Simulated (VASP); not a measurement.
Write the native input for VASP 6.6.1 that does the following.

| Item | Value |
| --- | --- |
| Task | single point |
| Functional | LDA |
| Potentials or basis | VASP PAW LDA potentials, release 64 (Te) |
| Cutoff | 520 eV |
| k mesh | 9 × 9 × 6 |
| Occupations | fermi-dirac, width 0.08 eV |
| Spin | no spin polarisation |
| Dipole correction | no |
| k mesh for the DOS | 14 × 14 × 9 |
| Occupations for the DOS | tetrahedron |
| Further INCAR settings | ALGO = Normal; EDIFF = 1e-06; NBANDS = 16 |

Crystal: Te.

```
Te
1.0
     4.45800    0.00000    0.00000
    -2.22900    3.86074    0.00000
     0.00000    0.00000    5.92500
Te
3
Direct
  0.74500 0.00000 0.33333
  0.00000 0.74500 0.66667
  0.25500 0.25500 0.00000
```

These files were run (other wordings do the same):

POSCAR

```
Te
1.0
    4.4579994587      0.0000000000      0.0000000000
   -2.2289997294      3.8607407813      0.0000000000
    0.0000000000      0.0000000000      5.9250000000
Te
3
Direct
    0.7450000000      0.0000000000      0.3333333333
    0.0000000000      0.7450000000      0.6666666667
    0.2550000000      0.2550000000      0.0000000000
```

INCAR.step1

```
PREC = Accurate
ENCUT = 520
EDIFF = 1E-6
ISMEAR = -1
SIGMA = 0.08
LREAL = F
LASPH = T
NELM = 60
ALGO = Normal
ISIF = 2
LWAVE = F
LCHARG = T
GGA = CA
NBANDS = 16
```

KPOINTS.step1

```
Automatic mesh
0
Gamma
  9 9 6
```

INCAR.step2

```
PREC = Accurate
ENCUT = 520
EDIFF = 1E-6
ISMEAR = -5
SIGMA = 0.08
LREAL = F
LASPH = T
NELM = 60
ALGO = Normal
ISIF = 2
LWAVE = F
LCHARG = F
GGA = CA
LORBIT = 11
NBANDS = 16
NEDOS = 2001
ICHARG = 11
```

KPOINTS.step2

```
Automatic mesh
0
Gamma
  14 14 9
```

Potentials or basis: VASP PAW LDA potentials, release 64 (Te).

Launch:

```bash
$ cat potpaw_LDA.64/Te/POTCAR > POTCAR
$ cp INCAR.step1 INCAR
$ cp KPOINTS.step1 KPOINTS
$ mpirun -np 1 vasp_std > vasp.out
$ cp INCAR.step2 INCAR
$ cp KPOINTS.step2 KPOINTS
$ mpirun -np 1 vasp_std > vasp.out
```

It gave:

```yaml
Valence_electrons_inside_the_program's_atomic_spheres: Te 3.33
```

Run time: 3.3 min on 1 thread of Intel(R) Xeon(R) Platinum 8488C (Sapphire Rapids) (shared host), peak memory 0.36 GiB.
